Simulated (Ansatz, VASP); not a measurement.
Two plane-wave programs on BeS

The input INCAR:

```
SYSTEM = BeS
PREC = Accurate
ENCUT = 600
EDIFF = 1E-6
ISMEAR = 0
SIGMA = 0.01
LREAL = .False.
LASPH = .True.
NELM = 120
ALGO = Normal
ISIF = 2
LWAVE = .False.
LCHARG = .True.
GGA = PE
LELF = .True.
LVHAR = .True.
NBANDS = 11
GGA_COMPAT = .False.
```

KPOINTS

```
regular mesh
0
Gamma
  4 4 4
  0 0 0
```

Contents of POSCAR:

```
BeS
1.0
    0.0000000000      2.3608025200      2.3608025200
    2.3608025200      0.0000000000      2.3608025200
    2.3608025200      2.3608025200      0.0000000000
Be S
1 1
Direct
    0.0000000000      0.0000000000      0.0000000000
    0.2500000000      0.2500000000      0.2500000000
```

Input for Ansatz:

```yaml
crystal:
  lattice:
    - [0.0, 2.36080252, 2.36080252]
    - [2.36080252, 0.0, 2.36080252]
    - [2.36080252, 2.36080252, 0.0]
  atoms:
    - { symbol: Be, position: [0.0, 0.0, 0.0] }
    - { symbol: S, position: [0.25, 0.25, 0.25] }
basis:
  precision: f64
  xc_grid: 2
  ecutwfc: 700
  ecutrho_ratio: 4
kpoints:
  mp_grid: { grid: [4, 4, 4], shift: [0, 0, 0] }
hamiltonian:
  xc: pbe
  dispersion: none
  pseudopotentials:
    kind: paw
    azcp:
      Be: "pseudopotentials/Be.paw.azcp"
      S: "pseudopotentials/S.paw.azcp"
magnetization:
  spin_polarized: false
scf:
  lower_state_search: "off"
  max_iter: 200
  occupations: { method: fixed }
  convergence: { dr2_threshold: "1e-10 eV" }
output:
  forces: true
  stress: true
  eigenvalues: true
```

Alike in both runs: task single point; functional PBE; k mesh 4 × 4 × 4; no spin polarisation.

|  | VASP | Ansatz |
| --- | --- | --- |
| version | VASP 6.6.1 | Ansatz 0.2.0-dev |
| potentials or method | VASP PAW PBE potentials, release 64 (Be, S), cutoff 600 eV | hard PAW set made for 700 eV |
| occupations | gaussian, width 0.01 eV | fixed |

|  | VASP | Ansatz | Ansatz less VASP |
| --- | --- | --- | --- |
| gap on the k mesh at the Fermi level (eV) | 2.90 | 2.90 | -0.001 |

The k mesh is coarse, so the values compare programs but aren't converged.
